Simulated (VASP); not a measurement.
Set up this calculation in VASP 6.6.1, as the native input.

```
Task                   : single point
Functional             : PBE
Potentials or basis    : VASP PAW PBE potentials, release 64 (C)
Cutoff                 : 520 eV
k mesh                 : 12 × 12 × 12
Occupations            : gaussian, width 0.05 eV
Spin                   : no spin polarisation
Dipole correction      : no
Further INCAR settings : ALGO = Normal; EDIFF = 1e-06; NBANDS = 11
```

The structure of C lies in POSCAR:

```
C
1.0
    0.0000000000      1.7968983915      1.7968983915
    1.7857375319      0.0111608596      1.7857375319
    1.7857375319      1.7857375319      0.0111608596
C
2
Direct
    0.5000000000      0.5000000000      0.5000000000
    0.7500000000      0.7500000000      0.7500000000
```

This cell differs from its parent crystal: strain +0.0125 x Voigt [0, 0, 0, 1, 0, 0].

These files were run (other wordings do the same):

INCAR

```
SYSTEM = C
PREC = Accurate
ENCUT = 520
EDIFF = 1E-6
ISMEAR = 0
SIGMA = 0.05
LREAL = .False.
LASPH = .True.
NELM = 60
ALGO = Normal
ISIF = 2
LWAVE = .False.
LCHARG = .True.
GGA = PE
LELF = .True.
LVHAR = .True.
NBANDS = 11
```

KPOINTS

```
Automatic mesh
0
Gamma
  12 12 12
  0 0 0
```

Potentials or basis: VASP PAW PBE potentials, release 64 (C).

Command:

```sh
$ cat potpaw_PBE.64/C/POTCAR > POTCAR
$ mpirun -np 1 vasp_std > vasp.out
```

Results of the run:

The pressure is 0.8 GPa and the largest force is 0.037 eV/Å. The band gap on the k mesh is 4.13 eV, indirect (least direct gap 5.39 eV).

Caveat: the cell differs from its parent crystal (strain +0.0125 x Voigt [0, 0, 0, 1, 0, 0]).

Run time: 60 s on 1 thread of AMD EPYC 7R13 (shared host), peak memory 0.11 GiB.
